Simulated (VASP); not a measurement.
# BN (P6_3/mmc) in VASP: a series of runs, part 2 of 2

VASP 6.6.1. The steps go on from the part before.

### 4 Single point, LDA (volume 9.752 Å^3 an atom, c/a of the conventional cell 2.4874)

The input, INCAR:

```
SYSTEM = BN
PREC = Accurate
ENCUT = 520
EDIFF = 1E-7
ISMEAR = 0
SIGMA = 0.05
LREAL = .FALSE.
LASPH = .TRUE.
NELM = 60
ALGO = Normal
ISIF = 2
LWAVE = .FALSE.
LCHARG = .FALSE.
GGA = CA
NBANDS = 16
```

The input, KPOINTS:

```
regular mesh
0
G
  12 12 4
  0 0 0
```

The input, POSCAR:

```
BN
1.0
    2.6259864093      0.0000000000      0.0000000000
   -1.3129932046      2.2741709404      0.0000000000
    0.0000000000      0.0000000000      6.5318785945
B N
2 2
Direct
    0.3333333333      0.6666666667      0.2500000000
    0.6666666667      0.3333333333      0.7500000000
    0.3333333333      0.6666666667      0.7500000000
    0.6666666667      0.3333333333      0.2500000000
```

Command:

```console
$ cat potpaw_LDA.64/B/POTCAR potpaw_LDA.64/N/POTCAR > POTCAR
$ mpirun -np 1 vasp_std > vasp.out
```

It took 18 s on 1 thread of AMD EPYC 9R45 (Zen 5), shared host; peak memory 0.12 GiB.

Results (log left out):

| Property | Result |
| --- | --- |
| Free energy | -37.9473 eV |
| Pressure | -31.8 GPa |
| Band gap on the k mesh | 3.78 eV, indirect (least direct gap 4.08 eV) |

Stress tensor (GPa, compression positive):
```
-47.34   0.00   0.00
  0.00 -47.34   0.00
  0.00   0.00  -0.64
```

Levels at points of the mesh, in eV from the valence-band top:
```tsv
k point	band 5	band 6	band 7	band 8	band 9	band 10	band 11	band 12
(0.00, 0.00, 0.00)	-1.53	-1.53	-1.48	-1.48	4.92	9.56	9.99	10.21
(0.50, 0.00, 0.00)	-4.00	-3.91	-1.50	-0.30	3.78	5.25	8.17	8.38
(0.00, 0.00, 0.50)	-1.51	-1.51	-1.51	-1.51	7.18	7.18	10.30	10.30
(0.50, 0.00, 0.50)	-3.95	-3.95	-0.86	-0.86	4.23	4.23	8.43	8.43
```

 A k mesh can miss the band edges.

### 5 Single point, LDA (volume 9.125 Å^3 an atom, c/a of the conventional cell 2.7393)

The input, INCAR:

```
PREC     = Accurate       # precision mode
ENCUT    = 520            # plane-wave cutoff, eV
EDIFF    = 1E-7           # SCF threshold, eV
ISMEAR   = 0              # smearing method
SIGMA    = 0.05           # smearing width, eV
LREAL    = False          # projectors in reciprocal space
LASPH    = True           # aspherical terms in the spheres
NELM     = 60             # most SCF steps
ALGO     = Normal         # electronic algorithm
ISIF     = 2              # what is computed and relaxed
LWAVE    = False          # write WAVECAR
LCHARG   = False          # write CHGCAR
GGA      = CA             # functional
NBANDS   = 16             # bands
```

The input, KPOINTS:

```
regular mesh
0
Gamma
  12 12 4
```

The input, POSCAR:

```
BN
1.0
    2.4871818802      0.0000000000      0.0000000000
   -1.2435909401      2.1539626921      0.0000000000
    0.0000000000      0.0000000000      6.8131373243
B N
2 2
Direct
    0.3333333333      0.6666666667      0.2500000000
    0.6666666667      0.3333333333      0.7500000000
    0.3333333333      0.6666666667      0.7500000000
    0.6666666667      0.3333333333      0.2500000000
```

Command:

```console
$ cat potpaw_LDA.64/B/POTCAR potpaw_LDA.64/N/POTCAR > POTCAR
$ mpirun -np 1 vasp_std > vasp.out
```

Run time: 36 s. Hardware: 1 thread of Intel Xeon 8259CL, shared host; peak memory 0.14 GiB.

Results (log left out):

```yaml
Free_energy: -38.5742 eV
Pressure: 0.6 GPa
Band_gap_on_the_k_mesh: 4.15 eV, indirect (least direct gap 4.55 eV)
```

Stress tensor (GPa, compression positive):
```
 1.42  0.00  0.00
 0.00  1.42  0.00
 0.00  0.00 -1.15
```

Levels at points of the mesh, in eV from the valence-band top:
```tsv
k point	band 6	band 7	band 8	band 9	band 10	band 11
(0.00, 0.00, 0.00)	-1.32	-1.29	-1.29	4.76	9.75	11.61
(0.50, 0.00, 0.00)	-4.14	-1.42	-0.51	4.15	5.45	9.62
(0.00, 0.00, 0.50)	-1.31	-1.31	-1.31	7.05	7.05	11.66
(0.50, 0.00, 0.50)	-4.16	-0.95	-0.95	4.60	4.60	10.09
```

 A k mesh can miss the band edges.

### 6 Single point, LDA (volume 9.125 Å^3 an atom, c/a of the conventional cell 2.3702)

The input, INCAR:

```
SYSTEM = BN
ALGO = Normal
EDIFF = 1E-6
ENCUT = 520
GGA = CA
ISIF = 2
ISMEAR = 0
LASPH = .TRUE.
LCHARG = .FALSE.
LREAL = .FALSE.
LWAVE = .FALSE.
NBANDS = 16
NELM = 100
PREC = Accurate
SIGMA = 0.05
```

The input, KPOINTS:

```
k-points
0
G
  12 12 4
  0 0 0
```

The input, POSCAR:

```
BN
1.0
    2.6101116173      0.0000000000      0.0000000000
   -1.3050558087      2.2604229673      0.0000000000
    0.0000000000      0.0000000000      6.1864865554
B N
2 2
Direct
    0.3333333333      0.6666666667      0.2500000000
    0.6666666667      0.3333333333      0.7500000000
    0.3333333333      0.6666666667      0.7500000000
    0.6666666667      0.3333333333      0.2500000000
```

Potentials or basis: VASP PAW LDA potentials, release 64 (B, N).

Command:

```console
$ cat potpaw_LDA.64/B/POTCAR potpaw_LDA.64/N/POTCAR > POTCAR
$ mpirun -np 1 vasp_std > vasp.out
```

Wall time 29 s (1 thread of Intel Xeon 8259CL, shared host); peak memory 0.15 GiB.

It converged, with:

```yaml
Free_energy: -38.0763 eV
Pressure: -29.8 GPa
Band_gap_on_the_k_mesh: 3.75 eV, indirect (least direct gap 3.98 eV)
```

Stress tensor (GPa, compression positive):
```
-45.13   0.00   0.00
  0.00 -45.13   0.00
  0.00   0.00   0.98
```

Levels at points of the mesh, in eV from the valence-band top:
| k point | band 4 | band 5 | band 6 | band 7 | band 8 | band 9 | band 10 | band 11 | band 12 | band 13 |
| --- | --- | --- | --- | --- | --- | --- | --- | --- | --- | --- |
| (0.00, 0.00, 0.00) | -3.04 | -1.56 | -1.56 | -1.47 | -1.47 | 5.31 | 10.11 | 10.28 | 10.28 | 10.37 |
| (0.50, 0.00, 0.00) | -8.36 | -4.08 | -3.93 | -1.76 | -0.23 | 3.75 | 5.55 | 8.38 | 8.46 | 12.12 |
| (0.00, 0.00, 0.50) | -4.83 | -1.52 | -1.52 | -1.52 | -1.52 | 7.81 | 7.81 | 10.40 | 10.40 | 10.40 |
| (0.50, 0.00, 0.50) | -8.45 | -4.01 | -4.01 | -0.92 | -0.92 | 4.22 | 4.22 | 8.61 | 8.61 | 12.90 |

 A k mesh can miss the band edges.

### 7 Summary

| cell | gap on the mesh (eV) | pressure (GPa) |
| --- | --- | --- |
| a = 2.543, b = 2.543, c = 6.966 Å, angles 90.0, 90.0, 120.0°, 4 atoms | 4.07 | -14.0 |
| a = 2.584, b = 2.584, c = 6.745 Å, angles 90.0, 90.0, 120.0°, 4 atoms | 3.94 | -23.3 |
| a = 2.626, b = 2.626, c = 6.532 Å, angles 90.0, 90.0, 120.0°, 4 atoms | 3.78 | -31.8 |
| a = 2.487, b = 2.487, c = 6.813 Å, angles 90.0, 90.0, 120.0°, 4 atoms | 4.15 | 0.6 |
| a = 2.610, b = 2.610, c = 6.186 Å, angles 90.0, 90.0, 120.0°, 4 atoms | 3.75 | -29.8 |

Alike in all rows: task single point; level LDA; potentials or basis VASP PAW LDA potentials, release 64 (B, N); no spin polarisation; k mesh 12 × 12 × 4; cutoff (eV) 520; smearing gaussian 0.05 eV.

Total energies depend on the potentials used, so only differences within one code and one set of settings carry meaning.
